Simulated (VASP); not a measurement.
# Ti in VASP: single point with PBEsol

Aim: the single point of Ti with PBEsol.

Everything below comes from runs of VASP 6.6.1. Logs are shortened: lines on timing, memory, paths and dates and some standing lists are left out, and cuts for length are marked.

### 1 The cell of the first run

The cell holds a sublattice, 1 atom: a = 3.956 Å, b = 3.956 Å, c = 3.956 Å, α = 90.00°, β = 90.00°, γ = 90.00°.

### 2 Single point, PBEsol, collinear spin, ferromagnetic start

INCAR reads:

```
SYSTEM = Ti
ALGO = Normal
EDIFF = 1E-6
ENCUT = 520
GGA = PS
ISIF = 2
ISMEAR = 0
ISPIN = 2
LASPH = .TRUE.
LCHARG = .FALSE.
LMAXMIX = 4
LORBIT = 11
LREAL = .FALSE.
LWAVE = .FALSE.
MAGMOM = 1
NBANDS = 16
NELM = 150
PREC = Accurate
SIGMA = 0.1
```

KPOINTS reads:

```
k-points
0
G
  8 8 8
  0 0 0
```

POSCAR reads:

```
Ti
1.0
    3.9556712500      0.0000000000      0.0000000000
    0.0000000000      3.9556712500      0.0000000000
    0.0000000000      0.0000000000      3.9556712500
Ti
1
Direct
    0.0000000000      0.0000000000      0.0000000000
```

Potentials or basis: VASP PAW PBE potentials, release 64 (Ti_sv).

Run with:

```sh
cat potpaw_PBE.64/Ti_sv/POTCAR > POTCAR
mpirun -np 1 vasp_std > vasp.out
```

OUTCAR:

```text
SYSTEM = Ti
   EDIFF = 1E-6
   ENCUT = 520
   GGA = PS
   ISIF = 2
   ISMEAR = 0
   ISPIN = 2
   LASPH = .TRUE.
   LORBIT = 11
   LREAL = .FALSE.
   NELM = 150
   PREC = Accurate

 ion  position               nearest neighbor table
   1  0.000  0.000  0.000-

  LATTYP: Found a simple cubic cell.
 ALAT       =     3.9556712500

  Lattice vectors:

 A1 = (   3.9556712500,   0.0000000000,   0.0000000000)
 A2 = (   0.0000000000,   3.9556712500,   0.0000000000)
 A3 = (   0.0000000000,   0.0000000000,   3.9556712500)

Analysis of symmetry for initial positions (statically):
=====================================================================
 Subroutine PRICEL returns:
 Original cell was already a primitive cell.

 Routine SETGRP: Setting up the symmetry group for a
 simple cubic supercell.

 Subroutine GETGRP returns: Found 48 space group operations
[... 9 lines left out ...]

 Routine SETGRP: Setting up the symmetry group for a
 simple cubic supercell.

 Subroutine GETGRP returns: Found 48 space group operations
 (whereof 48 operations were pure point group operations)
 out of a pool of 48 trial point group operations.

The dynamic configuration has the point symmetry O_h .

Analysis of structural, dynamic, and magnetic symmetry:
=====================================================================
 Subroutine PRICEL returns:
 Original cell was already a primitive cell.

 Routine SETGRP: Setting up the symmetry group for a
 simple cubic supercell.

 Subroutine GETGRP returns: Found 48 space group operations
 (whereof 48 operations were pure point group operations)
 out of a pool of 48 trial point group operations.

The overall configuration has the point symmetry O_h .

 Subroutine INISYM returns: Found 48 space group operations
[... 5 lines left out ...]
                                     Primitive cell

  volume of cell :      61.8957

  direct lattice vectors                    reciprocal lattice vectors
     3.955671250  0.000000000  0.000000000     0.252801595  0.000000000  0.000000000
     0.000000000  3.955671250  0.000000000     0.000000000  0.252801595  0.000000000
     0.000000000  0.000000000  3.955671250     0.000000000  0.000000000  0.252801595

  length of vectors
     3.955671250  3.955671250  3.955671250     0.252801595  0.252801595  0.252801595

  position of ions in fractional coordinates (direct lattice)
     0.000000000  0.000000000  0.000000000

  ion indices of the primitive-cell ions
   primitive index   ion index
                 1           1

----------------------------------------------------------------------------------------

 KPOINTS: k-points

Automatic generation of k-mesh.
 Grid dimensions read from file:
 generate k-points for:    8    8    8

 Generating k-lattice:

  Cartesian coordinates                     Fractional coordinates (reciprocal lattice)
     0.031600199  0.000000000  0.000000000     0.125000000  0.000000000  0.000000000
     0.000000000  0.031600199  0.000000000     0.000000000  0.125000000  0.000000000
     0.000000000  0.000000000  0.031600199     0.000000000  0.000000000  0.125000000

  Length of vectors
     0.031600199  0.031600199  0.031600199

  Shift w.r.t. Gamma in fractional coordinates (k-lattice)
     0.000000000  0.000000000  0.000000000

 Subroutine IBZKPT returns following result:
 ===========================================

 Found     35 irreducible k-points:

 Following reciprocal coordinates:
            Coordinates               Weight
  0.000000  0.000000  0.000000      1.000000
  0.125000  0.000000  0.000000      6.000000
  0.250000  0.000000  0.000000      6.000000
  0.375000  0.000000  0.000000      6.000000
  0.500000  0.000000  0.000000      3.000000
  0.125000  0.125000  0.000000     12.000000
[... 16 lines left out ...]
  0.375000  0.375000  0.125000     24.000000
  0.500000  0.375000  0.125000     24.000000
 [... further k-points ...]
   k-points           NKPTS =     35   k-points in BZ     NKDIM =     35   number of bands    NBANDS=     16
   number of dos      NEDOS =    301   number of ions     NIONS =      1
   total plane-waves  NPLWV =  27000
   dimension x,y,z NGX =    30 NGY =   30 NGZ =   30
   dimension x,y,z NGXF=    60 NGYF=   60 NGZF=   60
   ions per type =               1
   NGX,Y,Z   is equivalent  to a cutoff of  12.61, 12.61, 12.61 a.u.
   NGXF,Y,Z  is equivalent  to a cutoff of  25.22, 25.22, 25.22 a.u.
 SYSTEM =  Ti
   PREC   = accura    normal or accurate (medium, high low for compatibility)
   ISTART =      0    job   : 0-new  1-cont  2-samecut
   ICHARG =      2    charge: 1-file 2-atom 10-const
   ISPIN  =      2    spin polarized calculation?
   LNONCOLLINEAR =      F non collinear calculations
   LSORBIT =      F    spin-orbit coupling
   LASPH  =      T    aspherical Exc in radial PAW
   ENCUT  =  520.0 eV  38.22 Ry    6.18 a.u.   7.35  7.35  7.35*2*pi/ulx,y,z
   NELM   =    150;   NELMIN=  2; NELMDL= -5     # of ELM steps
   EDIFF  = 0.1E-05   stopping-criterion for ELM
   LREAL  =      F    real-space projection
   EDIFFG = 0.1E-04   stopping-criterion for IOM
   NSW    =      0    number of steps for IOM
   IBRION =     -1    ionic relax: 0-MD 1-quasi-New 2-CG
   NFREE  =      0    steps in history (QN), initial steepest desc. (CG)
   ISIF   =      2    stress and relaxation
   ISYM   =      2    0-nonsym 1-usesym 2-fastsym
   POTIM  = 0.5000    time-step for ionic-motion
   TEBEG  =    0.0;   TEEND  =   0.0 temperature during run
   PSTRESS=    0.0 pullay stress
   NELECT =      12.0000    total number of electrons
   NUPDOWN=      -1.0000    fix difference up-down
   EMIN   =  10.00;   EMAX   =-10.00  energy-range for DOS
   EFERMI =   0.00;   METHOD = LEGACY
   ISMEAR =     0;   SIGMA  =   0.10  broadening in eV -4-tet -1-fermi 0-gaus
   EFERMI_NEDOS =   21; number of points for ismear=-14 and -15
   IALGO  =     38    algorithm
   IMIX   =      4    mixing-type and parameters
     AMIX     =   0.40;   BMIX     =  1.00
     AMIX_MAG =   1.60;   BMIX_MAG =  1.00
  volume/ion in A,a.u.               =      61.90       417.69
  Fermi-wavevector in a.u.,A,eV,Ry     =   0.947505  1.790526 12.214856  0.897767
  Thomas-Fermi vector in A             =   2.075605
   LORBIT       =     11    0 simple, 1 ext, 2 COOP (PROOUT), +10 PAW based schemes
   GGA     = PS    functional components
   LHFCALC =     F    Hartree Fock is set to
   AEXX    =    0.0000 exact exchange contribution
   IVDW    =     0    specifies the selected vdW correction
   LEPSILON=     F    determine dielectric tensor
   LRPA    =     F    only Hartree local field effects (RPA)
 spin polarized calculation
 Gauss-broadening in eV      SIGMA  =   0.10
  energy-cutoff  :      520.00
  volume of cell :       61.90
 maximum number of plane-waves:      1743
 NGX is ok and might be reduce to    30
   NGX = 15   NGY = 15   NGZ = 15

 number of electron      11.9999993 magnetization       2.8659019

 Free energy of the ion-electron system (eV)
  ---------------------------------------------------
  ext. energy  EPLUGINS =         0.00000000
  ---------------------------------------------------
  free energy    TOTEN  =        -4.41412667 eV

  energy without entropy =       -4.39020993  energy(sigma->0) =       -4.40216830

 E-fermi :   0.2023     XC(G=0):  -6.5691

 val. band max:        0.1951717413   @ k =   0.3750   0.3750   0.0000
 cond. band min:       0.2063799037   @ k =   0.2500   0.2500   0.1250
 fundamental gap:      0.0112081625
 Fermi energy:         0.2022875941

 spin component 1

 k-point     1 :       0.0000    0.0000    0.0000
  band No.  band energies     occupation
      1     -57.7611      1.00000
      2     -34.1351      1.00000
      3     -34.1351      1.00000
      4     -34.1351      1.00000
      5      -3.2787      1.00000
      6      -0.6143      1.00000
[... 8 lines left out ...]
     15       8.5812      0.00000
     16       8.7460      0.00000

 k-point     2 :       0.1250    0.0000    0.0000
  band No.  band energies     occupation
      1     -57.7610      1.00000
      2     -34.1368      1.00000
      3     -34.1349      1.00000
      4     -34.1349      1.00000
      5      -3.1249      1.00000
      6      -0.5965      1.00000
[... 8 lines left out ...]
     15       8.7515      0.00000
     16      10.2344      0.00000
[... 387 lines left out ...]
      5      -0.8607      1.00000
      6      -0.4083      1.00000
[... 8 lines left out ...]
     15      10.1328      0.00000
     16      10.2103      0.00000

 k-point    24 :       0.5000    0.3750    0.1250
  band No.  band energies     occupation
      1     -57.7600      1.00000
      2     -34.1459      1.00000
      3     -34.1440      1.00000
      4     -34.1352      1.00000
      5      -0.6210      1.00000
      6      -0.4899      1.00000
[... 8 lines left out ...]
     15       9.3068      0.00000
     16      10.7953      0.00000

 [... further k-points ...]

 spin component 2

 k-point     1 :       0.0000    0.0000    0.0000
  band No.  band energies     occupation
      1     -55.8977      1.00000
      2     -32.2636      1.00000
      3     -32.2636      1.00000
      4     -32.2636      1.00000
      5      -2.2007      1.00000
      6       1.3013      0.00000
[... 8 lines left out ...]
     15       9.7304      0.00000
     16       9.7304      0.00000

 k-point     2 :       0.1250    0.0000    0.0000
  band No.  band energies     occupation
      1     -55.8976      1.00000
      2     -32.2653      1.00000
      3     -32.2634      1.00000
      4     -32.2634      1.00000
      5      -2.0448      1.00000
      6       1.3255      0.00000
[... 8 lines left out ...]
     15       9.7754      0.00000
     16      11.2612      0.00000
[... 387 lines left out ...]
      5       0.4242      0.00085
      6       1.1849      0.00000
[... 8 lines left out ...]
     15      11.1506      0.00000
     16      11.1988      0.00000

 k-point    24 :       0.5000    0.3750    0.1250
  band No.  band energies     occupation
      1     -55.8966      1.00000
      2     -32.2747      1.00000
      3     -32.2728      1.00000
      4     -32.2636      1.00000
      5       0.8915      0.00000
      6       0.9832      0.00000
[... 8 lines left out ...]
     15      10.1740      0.00000
     16      11.9310      0.00000

 [... further k-points ...]
[... 5 lines left out ...]
  --------------------------------------------------------------------------------------
  -------------------------------------------------------------------------------------
  Total       -2.7394515     -2.7394515     -2.7394515      0.0000000     -0.0000000     -0.0000000
  in kB      -70.9110030    -70.9110030    -70.9110030      0.0000000     -0.0000000     -0.0000000
  external PRESSURE =     -70.9110030 kB  Pullay stress =       0.0000000 kB

 VOLUME and BASIS-vectors are now :
 -----------------------------------------------------------------------------
  energy-cutoff  :      520.00
  volume of cell :       61.90
      direct lattice vectors                 reciprocal lattice vectors
     3.955671250  0.000000000  0.000000000     0.252801595  0.000000000  0.000000000
     0.000000000  3.955671250  0.000000000     0.000000000  0.252801595  0.000000000
     0.000000000  0.000000000  3.955671250     0.000000000  0.000000000  0.252801595

 POSITION                                       TOTAL-FORCE (eV/Angst)
 -----------------------------------------------------------------------------------
      0.00000      0.00000      0.00000         0.000000      0.000000      0.000000
 -----------------------------------------------------------------------------------
    total drift:                               -0.000000      0.000000     -0.000000

  FREE ENERGIE OF THE ION-ELECTRON SYSTEM (eV)
  ---------------------------------------------------
  free  energy   TOTEN  =        -4.4141266722 eV

  energy  without entropy=       -4.3902099252  energy(sigma->0) =       -4.40216830

 total charge

# of ion       s       p       d       tot
------------------------------------------
    1        2.158   5.953   1.906  10.017

 magnetization (x)

# of ion       s       p       d       tot
------------------------------------------
    1        0.040   0.022   1.868   1.930
```

It took 54 s on 1 thread of AMD EPYC 7R43 (Zen 3), shared host; peak memory 0.17 GiB.

What came out:

* Free energy: -4.4141 eV
* Pressure: -7.1 GPa
* Net moment: 2.87 μB per cell
* Site moments: Ti +1.93 μB
* Valence electrons inside the program's atomic spheres: Ti 10.02

Caveat: the PAW data sets were made with another functional, which shifts forces and pressure a little.
